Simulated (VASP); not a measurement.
# Ag (I4/mmm) in VASP: further runs

Ag is run at these levels: r2SCAN; tasks: single point.

Program: VASP 6.6.1. These are calculated values, not measurements. Logs are shortened: lines on timing, memory, paths and dates and some standing lists are left out, and cuts for length are marked.

### Step 1. The cell of the first run

Symmetry: I4/mmm, No. 139, tetragonal system. The conventional cell has a = 2.889 Å, b = 2.889 Å, c = 3.759 Å, α = 90.00°, β = 90.00°, γ = 90.00°. Within 3.8 Å of Ag (site symmetry 4/mmm) lie 14 Ag at 2.78 to 3.76 Å.

### Step 2. Single point, r2SCAN (strain +0.000 along x and y, -0.080 along z)

The input, POSCAR:

```
Ag
1.0
    0.0000000000      2.0431000000      1.8796520000
    2.0431000000      0.0000000000      1.8796520000
    2.0431000000      2.0431000000      0.0000000000
Ag
1
Direct
    0.0000000000      0.0000000000      0.0000000000
```

The input, INCAR.step1:

```
SYSTEM = Ag
PREC = Accurate
ENCUT = 520
ISMEAR = 0
SIGMA = 0.15
LREAL = .FALSE.
LASPH = .TRUE.
NELM = 60
NBANDS = 12
GGA = PE
ALGO = Normal
EDIFF = 1E-4
LWAVE = .TRUE.
LCHARG = .FALSE.
```

The input, INCAR.step2:

```
SYSTEM = Ag
PREC = Accurate
ENCUT = 520
EDIFF = 1E-7
ISMEAR = 0
SIGMA = 0.15
LREAL = .FALSE.
LASPH = .TRUE.
NELM = 60
ALGO = Normal
ISIF = 2
LWAVE = .FALSE.
LCHARG = .FALSE.
METAGGA = R2SCAN
LMIXTAU = .TRUE.
NBANDS = 12
ISTART = 1
```

The input, KPOINTS:

```
regular mesh
0
G
  20 20 20
  0 0 0
```

Potentials or basis: VASP PAW PBE potentials, release 64 (Ag).

Started as:

```
$ cat potpaw_PBE.64/Ag/POTCAR > POTCAR
$ cp INCAR.step1 INCAR
$ mpirun -np 1 vasp_std > vasp.out
$ cp INCAR.step2 INCAR
$ mpirun -np 1 vasp_std > vasp.out
```

OUTCAR:

```text
SYSTEM = Ag
   PREC = Accurate
   ENCUT = 520
   EDIFF = 1E-7
   ISMEAR = 0
   LREAL = .FALSE.
   LASPH = .TRUE.
   NELM = 60
   ISIF = 2
   METAGGA = R2SCAN
   ISTART = 1

 ion  position               nearest neighbor table
   1  0.000  0.000  0.000-

  LATTYP: Found a body centered tetragonal cell.
 ALAT       =     2.8893797293
 C/A-ratio  =     1.3010764774

  Lattice vectors:

 A1 = (   0.0000000000,  -2.0431000000,  -1.8796520000)
 A2 = (   0.0000000000,   2.0431000000,  -1.8796520000)
 A3 = (   2.0431000000,   0.0000000000,   1.8796520000)

Analysis of symmetry for initial positions (statically):
=====================================================================
 Subroutine PRICEL returns:
 Original cell was already a primitive cell.

 Routine SETGRP: Setting up the symmetry group for a
 body centered tetragonal supercell.

 Subroutine GETGRP returns: Found 16 space group operations
 (whereof 16 operations were pure point group operations)
 out of a pool of 16 trial point group operations.

The static configuration has the point symmetry D_4h.

Analysis of symmetry for dynamics (positions and initial velocities):
=====================================================================
 Subroutine PRICEL returns:
 Original cell was already a primitive cell.

 Routine SETGRP: Setting up the symmetry group for a
 body centered tetragonal supercell.

 Subroutine GETGRP returns: Found 16 space group operations
 (whereof 16 operations were pure point group operations)
 out of a pool of 16 trial point group operations.

The dynamic configuration has the point symmetry D_4h.

 Subroutine INISYM returns: Found 16 space group operations
 (whereof 16 operations are pure point group operations),
 and found     1 'primitive' translations

----------------------------------------------------------------------------------------

                                     Primitive cell

  volume of cell :      15.6923

  direct lattice vectors                    reciprocal lattice vectors
     0.000000000  2.043100000  1.879652000    -0.244726151  0.244726151  0.266006686
     2.043100000  0.000000000  1.879652000     0.244726151 -0.244726151  0.266006686
     2.043100000  2.043100000  0.000000000     0.244726151  0.244726151 -0.266006686

  length of vectors
     2.776211312  2.776211312  2.889379729     0.436510407  0.436510407  0.436510407

  position of ions in fractional coordinates (direct lattice)
     0.000000000  0.000000000  0.000000000

  ion indices of the primitive-cell ions
   primitive index   ion index
                 1           1

[... 82 lines left out ...]
   NELECT =      11.0000    total number of electrons
   NUPDOWN=      -1.0000    fix difference up-down
   EMIN   =  10.00;   EMAX   =-10.00  energy-range for DOS
   EFERMI =   0.00;   METHOD = LEGACY
   ISMEAR =     0;   SIGMA  =   0.15  broadening in eV -4-tet -1-fermi 0-gaus
   EFERMI_NEDOS =   21; number of points for ismear=-14 and -15
   IALGO  =     38    algorithm
   IMIX   =      4    mixing-type and parameters
     AMIX     =   0.40;   BMIX     =  1.00
     AMIX_MAG =   1.60;   BMIX_MAG =  1.00
  volume/ion in A,a.u.               =      15.69       105.90
  Fermi-wavevector in a.u.,A,eV,Ry     =   1.454265  2.748162 28.774773  2.114886
  Thomas-Fermi vector in A             =   2.571436
   LORBIT       =      0    0 simple, 1 ext, 2 COOP (PROOUT), +10 PAW based schemes
   METAGGA = R2SCAN    functional components
   LHFCALC =     F    Hartree Fock is set to
   AEXX    =    0.0000 exact exchange contribution
   IVDW    =     0    specifies the selected vdW correction
   LEPSILON=     F    determine dielectric tensor
   LRPA    =     F    only Hartree local field effects (RPA)
 non-spin polarized calculation
 Gauss-broadening in eV      SIGMA  =   0.15
  energy-cutoff  :      520.00
  volume of cell :       15.69
 maximum number of plane-waves:       441
 NGX is ok and might be reduce to    24
   NGX = 11   NGY = 11   NGZ = 11

 number of electron      11.0000000 magnetization

 Free energy of the ion-electron system (eV)
  ---------------------------------------------------
  ext. energy  EPLUGINS =         0.00000000
  ---------------------------------------------------
  free energy    TOTEN  =       -21.28977046 eV

  energy without entropy =      -21.28736368  energy(sigma->0) =      -21.28856707

 E-fermi :   9.6822     XC(G=0): -13.5589

 val. band max:        9.6727889422   @ k =   0.4500   0.0000   0.4000
 cond. band min:       9.6918138348   @ k =   0.5000   0.1000   0.3000
 fundamental gap:      0.0190248926
 Fermi energy:         9.6821819339

 k-point     1 :       0.0000    0.0000    0.0000
  band No.  band energies     occupation
      1       1.0165      2.00000
      2       4.0012      2.00000
      3       4.0012      2.00000
      4       4.5598      2.00000
      5       5.0549      2.00000
      6       5.6458      2.00000
      7      26.5911      0.00000
      8      30.2382      0.00000
      9      30.2382      0.00000
     10      31.7858      0.00000
     11      35.8975      0.00000
     12      36.8528      0.00000
[... 331 lines left out ...]
 k-point    24 :      -0.3500    0.0500    0.0000
  band No.  band energies     occupation
      1       2.5228      2.00000
      2       3.9989      2.00000
      3       4.4929      2.00000
      4       5.7145      2.00000
      5       5.9623      2.00000
      6       6.9509      2.00000
      7      17.4415      0.00000
      8      26.1794      0.00000
      9      29.6076      0.00000
     10      29.7197      0.00000
     11      33.4260      0.00000
     12      34.4980      0.00000

 [... further k-points ...]

------------------------ aborting loop because EDIFF is reached ----------------------------------------

  FORCE on cell =-STRESS in cart. coord.  units (eV):
  Direction    XX          YY          ZZ          XY          YZ          ZX
  --------------------------------------------------------------------------------------
  -------------------------------------------------------------------------------------
  Total        1.2442504      1.2442504      1.5508061      0.0000000      0.0000000     -0.0000000
  in kB      127.0374257    127.0374257    158.3366265      0.0000000      0.0000000     -0.0000000
  external PRESSURE =     137.4704927 kB  Pullay stress =       0.0000000 kB

 VOLUME and BASIS-vectors are now :
 -----------------------------------------------------------------------------
  energy-cutoff  :      520.00
  volume of cell :       15.69
      direct lattice vectors                 reciprocal lattice vectors
     0.000000000  2.043100000  1.879652000    -0.244726151  0.244726151  0.266006686
     2.043100000  0.000000000  1.879652000     0.244726151 -0.244726151  0.266006686
     2.043100000  2.043100000  0.000000000     0.244726151  0.244726151 -0.266006686

 POSITION                                       TOTAL-FORCE (eV/Angst)
 -----------------------------------------------------------------------------------
      0.00000      0.00000      0.00000         0.000000      0.000000      0.000000
 -----------------------------------------------------------------------------------
    total drift:                               -0.000000      0.000000     -0.000000

  FREE ENERGIE OF THE ION-ELECTRON SYSTEM (eV)
  ---------------------------------------------------
  free  energy   TOTEN  =       -21.2897704627 eV

  energy  without entropy=      -21.2873636792  energy(sigma->0) =      -21.28856707
```

Wall time 3.6 min (1 thread of Intel Xeon Platinum 8488C (Sapphire Rapids), shared host); peak memory 0.24 GiB.

Results:

| Property | Result |
| --- | --- |
| Free energy | -21.2898 eV |
| Pressure | 13.7 GPa |
| Band gap on the k mesh | zero (an odd number of electrons rules out a gap without spin polarisation) |

Stress tensor (GPa, compression positive):
```
12.70  0.00  0.00
 0.00 12.70  0.00
 0.00  0.00 15.83
```

Caveat: the cell differs from its parent crystal (strain +0.000 along x and y, -0.080 along z); the cell stands under pressure; the PAW data sets were made with another functional, which shifts forces and pressure a little.

### Step 3. Single point, r2SCAN (strain -0.040 along x and y, +0.080 along z)

The input, POSCAR:

```
Ag
1.0
    0.0000000000      1.9613760000      2.2065480000
    1.9613760000      0.0000000000      2.2065480000
    1.9613760000      1.9613760000      0.0000000000
Ag
1
Direct
    0.0000000000      0.0000000000      0.0000000000
```

The input, INCAR.step1:

```
SYSTEM = Ag
PREC = Accurate
ENCUT = 520
ISMEAR = 0
SIGMA = 0.15
LREAL = .False.
LASPH = .True.
NELM = 80
NBANDS = 12
GGA = PE
ALGO = Normal
EDIFF = 1E-4
LWAVE = .True.
LCHARG = .False.
```

The input, INCAR.step2:

```
SYSTEM = Ag
PREC = Accurate
ENCUT = 520
EDIFF = 1E-6
ISMEAR = 0
SIGMA = 0.15
LREAL = .False.
LASPH = .True.
NELM = 80
ALGO = Normal
ISIF = 2
LWAVE = .False.
LCHARG = .True.
METAGGA = R2SCAN
LMIXTAU = .True.
LELF = .True.
LVHAR = .True.
NBANDS = 12
ISTART = 1
```

The input, KPOINTS:

```
Automatic mesh
0
Gamma
  20 20 20
  0 0 0
```

Potentials or basis: VASP PAW PBE potentials, release 64 (Ag).

Started as:

```
$ cat potpaw_PBE.64/Ag/POTCAR > POTCAR
$ cp INCAR.step1 INCAR
$ mpirun -np 1 vasp_std > vasp.out
$ cp INCAR.step2 INCAR
$ mpirun -np 1 vasp_std > vasp.out
```

Wall time 3.6 min (1 thread of Intel Xeon Platinum 8488C (Sapphire Rapids), shared host); peak memory 0.25 GiB.

The run converged. Its results:

```yaml
Free_energy: -21.3340 eV
Pressure: 2.7 GPa
Band_gap_on_the_k_mesh: zero (an odd number of electrons rules out a gap without spin polarisation)
```

Stress tensor (GPa, compression positive):
```
 4.93  0.00  0.00
 0.00  4.93  0.00
 0.00  0.00 -1.62
```

Levels at points of the mesh, in eV from the Fermi level:
| k point | band 3 | band 4 | band 5 | band 6 | band 7 | band 8 | band 9 | band 10 |
| --- | --- | --- | --- | --- | --- | --- | --- | --- |
| (0.00, 0.00, 0.00) | -4.92 | -4.92 | -4.63 | -3.79 | 16.82 | 19.28 | 20.92 | 20.92 |
| (0.50, 0.00, 0.00) | -4.90 | -3.49 | -3.21 | -0.37 | 3.75 | 14.82 | 18.43 | 20.14 |
| (0.50, 0.50, 0.00) | -3.33 | -3.18 | -3.18 | 0.41 | 5.04 | 12.62 | 12.62 | 19.09 |
| (0.50, 0.00, 0.50) | -3.45 | -3.45 | -2.79 | 2.41 | 7.99 | 10.46 | 10.55 | 17.08 |

Caveat: the cell differs from its parent crystal (strain -0.040 along x and y, +0.080 along z); the PAW data sets were made with another functional, which shifts forces and pressure a little.

### Step 4. Single point, r2SCAN (strain +0.040 along x and y, -0.080 along z)

The input, POSCAR:

```
Ag
1.0
    0.0000000000      2.1248240000      1.8796520000
    2.1248240000      0.0000000000      1.8796520000
    2.1248240000      2.1248240000      0.0000000000
Ag
1
Direct
    0.0000000000      0.0000000000      0.0000000000
```

The input, INCAR.step1:

```
SYSTEM = Ag
PREC     = Accurate       ! precision mode
ENCUT    = 520            ! plane-wave cutoff, eV
ISMEAR   = 0              ! smearing method
SIGMA    = 0.15           ! smearing width, eV
LREAL    = .FALSE.        ! projectors in reciprocal space
LASPH    = .TRUE.         ! aspherical terms in the spheres
NELM     = 60             ! most SCF steps
NBANDS   = 12             ! bands
GGA      = PE             ! functional
ALGO     = Normal         ! electronic algorithm
EDIFF    = 1E-4           ! SCF threshold, eV
LWAVE    = .TRUE.         ! write WAVECAR
LCHARG   = .FALSE.        ! write CHGCAR
```

The input, INCAR.step2:

```
SYSTEM = Ag
PREC     = Accurate       ! precision mode
ENCUT    = 520            ! plane-wave cutoff, eV
EDIFF    = 1E-6           ! SCF threshold, eV
ISMEAR   = 0              ! smearing method
SIGMA    = 0.15           ! smearing width, eV
LREAL    = .FALSE.        ! projectors in reciprocal space
LASPH    = .TRUE.         ! aspherical terms in the spheres
NELM     = 60             ! most SCF steps
ALGO     = Normal         ! electronic algorithm
ISIF     = 2              ! what is computed and relaxed
LWAVE    = .FALSE.        ! write WAVECAR
LCHARG   = .TRUE.         ! write CHGCAR
METAGGA  = R2SCAN         ! meta-GGA
LMIXTAU  = .TRUE.       
LELF     = .TRUE.         ! ELF
LVHAR    = .TRUE.       
NBANDS   = 12             ! bands
ISTART   = 1
```

The input, KPOINTS:

```
Automatic mesh
0
G
  20 20 20
  0 0 0
```

Potentials or basis: VASP PAW PBE potentials, release 64 (Ag).

Started as:

```
$ cat potpaw_PBE.64/Ag/POTCAR > POTCAR
$ cp INCAR.step1 INCAR
$ mpirun -np 1 vasp_std > vasp.out
$ cp INCAR.step2 INCAR
$ mpirun -np 1 vasp_std > vasp.out
```

OUTCAR:

```text
SYSTEM = Ag
   PREC = Accurate
   ENCUT = 520
   EDIFF = 1E-6
   ISMEAR = 0
   LREAL = .FALSE.
   LASPH = .TRUE.
   NELM = 60
   ISIF = 2
   METAGGA = R2SCAN
   ISTART = 1

 ion  position               nearest neighbor table
   1  0.000  0.000  0.000-

  LATTYP: Found a body centered tetragonal cell.
 ALAT       =     3.0049549185
 C/A-ratio  =     1.2510350744

  Lattice vectors:

 A1 = (   0.0000000000,  -2.1248240000,  -1.8796520000)
 A2 = (   0.0000000000,   2.1248240000,  -1.8796520000)
 A3 = (   2.1248240000,   0.0000000000,   1.8796520000)

Analysis of symmetry for initial positions (statically):
=====================================================================
 Subroutine PRICEL returns:
 Original cell was already a primitive cell.

 Routine SETGRP: Setting up the symmetry group for a
 body centered tetragonal supercell.

 Subroutine GETGRP returns: Found 16 space group operations
 (whereof 16 operations were pure point group operations)
 out of a pool of 16 trial point group operations.

The static configuration has the point symmetry D_4h.

Analysis of symmetry for dynamics (positions and initial velocities):
[... 170 lines left out ...]
      4       3.8410      2.00000
      5       3.9731      2.00000
      6       4.6977      2.00000
      7      25.4123      0.00000
      8      28.3631      0.00000
      9      28.3631      0.00000
     10      30.2100      0.00000
     11      33.8804      0.00000
     12      34.1545      0.00000
[... 331 lines left out ...]
 k-point    24 :      -0.3500    0.0500    0.0000
  band No.  band energies     occupation
      1       1.9113      2.00000
      2       3.0884      2.00000
      3       3.7391      2.00000
      4       4.7052      2.00000
      5       4.9311      2.00000
      6       5.9414      2.00000
      7      15.8915      0.00000
      8      24.6034      0.00000
      9      27.1276      0.00000
     10      28.0948      0.00000
     11      30.8489      0.00000
     12      32.0668      0.00000

 [... further k-points ...]

------------------------ aborting loop because EDIFF is reached ----------------------------------------

  FORCE on cell =-STRESS in cart. coord.  units (eV):
  Direction    XX          YY          ZZ          XY          YZ          ZX
  --------------------------------------------------------------------------------------
  -------------------------------------------------------------------------------------
  Total        0.1799586      0.1799586      0.4349083      0.0000000     -0.0000000      0.0000000
  in kB       16.9875115     16.9875115     41.0539441      0.0000000     -0.0000000      0.0000000
  external PRESSURE =      25.0096557 kB  Pullay stress =       0.0000000 kB

 VOLUME and BASIS-vectors are now :
 -----------------------------------------------------------------------------
  energy-cutoff  :      520.00
  volume of cell :       16.97
      direct lattice vectors                 reciprocal lattice vectors
     0.000000000  2.124824000  1.879652000    -0.235313607  0.235313607  0.266006686
     2.124824000  0.000000000  1.879652000     0.235313607 -0.235313607  0.266006686
     2.124824000  2.124824000  0.000000000     0.235313607  0.235313607 -0.266006686

 POSITION                                       TOTAL-FORCE (eV/Angst)
 -----------------------------------------------------------------------------------
      0.00000      0.00000      0.00000         0.000000     -0.000000      0.000000
 -----------------------------------------------------------------------------------
    total drift:                               -0.000000      0.000000     -0.000000

  FREE ENERGIE OF THE ION-ELECTRON SYSTEM (eV)
  ---------------------------------------------------
  free  energy   TOTEN  =       -21.3437993437 eV

  energy  without entropy=      -21.3408674461  energy(sigma->0) =      -21.34233339
```

OSZICAR.step1:

```text
N       E                     dE             d eps       ncg     rms          rms(c)
DAV:   1     0.519121162823E+02    0.51912E+02   -0.55225E+03 15560   0.831E+02
DAV:   2    -0.212344365355E+01   -0.54036E+02   -0.51266E+02 17972   0.194E+02
DAV:   3    -0.294646421669E+01   -0.82302E+00   -0.82248E+00 18084   0.252E+01
DAV:   4    -0.294899559002E+01   -0.25314E-02   -0.25313E-02 17620   0.147E+00
DAV:   5    -0.294901522254E+01   -0.19633E-04   -0.19633E-04 17676   0.116E-01    0.531E+00
DAV:   6    -0.270432660092E+01    0.24469E+00   -0.95026E-01 16832   0.875E+00    0.343E+00
DAV:   7    -0.269578653369E+01    0.85401E-02   -0.10244E-02 17844   0.953E-01    0.192E+00
DAV:   8    -0.269277487578E+01    0.30117E-02   -0.70372E-04 17244   0.196E-01    0.905E-02
DAV:   9    -0.269278158130E+01   -0.67055E-05   -0.84860E-06  9340   0.240E-02
   1 F= -.26927816E+01 E0= -.26912442E+01  d E =-.307467E-02
```

Run time: 3.5 min. Hardware: 1 thread of Intel Xeon Platinum 8488C (Sapphire Rapids), shared host; peak memory 0.25 GiB.

What came out:

| Property | Result |
| --- | --- |
| Free energy | -21.3438 eV |
| Pressure | 2.5 GPa |
| Band gap on the k mesh | zero (an odd number of electrons rules out a gap without spin polarisation) |

Stress tensor (GPa, compression positive):
```
1.70 0.00 0.00
0.00 1.70 0.00
0.00 0.00 4.11
```

Levels at points of the mesh, in eV from the Fermi level:
```csv
k point,band 2,band 3,band 4,band 5,band 6,band 7,band 8,band 9,band 10,band 11
"(0.00, 0.00, 0.00)",-5.36,-5.36,-4.67,-4.53,-3.81,16.91,19.86,19.86,21.70,25.37
"(0.50, 0.00, 0.00)",-5.57,-4.79,-3.49,-3.10,-0.32,3.80,15.33,17.26,20.95,22.45
"(0.50, 0.50, 0.00)",-6.72,-3.31,-3.05,-3.05,3.34,9.20,9.69,9.69,16.33,16.39
"(0.50, 0.00, 0.50)",-6.65,-3.40,-3.37,-2.88,1.03,5.99,11.93,12.21,18.56,18.93
```

Caveat: the cell differs from its parent crystal (strain +0.040 along x and y, -0.080 along z); the PAW data sets were made with another functional, which shifts forces and pressure a little.

### Step 5. Overview

| cell | gap on the mesh (eV) | pressure (GPa) |
| --- | --- | --- |
| a = 2.776, b = 2.776, c = 2.889 Å, angles 58.6, 58.6, 62.7°, 1 atom | none | 13.7 |
| a = 2.952, b = 2.952, c = 2.774 Å, angles 62.0, 62.0, 56.0°, 1 atom | none | 2.7 |
| a = 2.837, b = 2.837, c = 3.005 Å, angles 58.0, 58.0, 64.0°, 1 atom | none | 2.5 |

Alike in all rows: task single point; level r2SCAN; potentials or basis VASP PAW PBE potentials, release 64 (Ag); no spin polarisation; k mesh 20 × 20 × 20; cutoff (eV) 520; smearing gaussian 0.15 eV.

Caveats: the PAW data sets were made with another functional, which shifts forces and pressure a little; the cell stands under pressure (at least some runs).

Absolute energies hang on the potentials; compare differences alone.
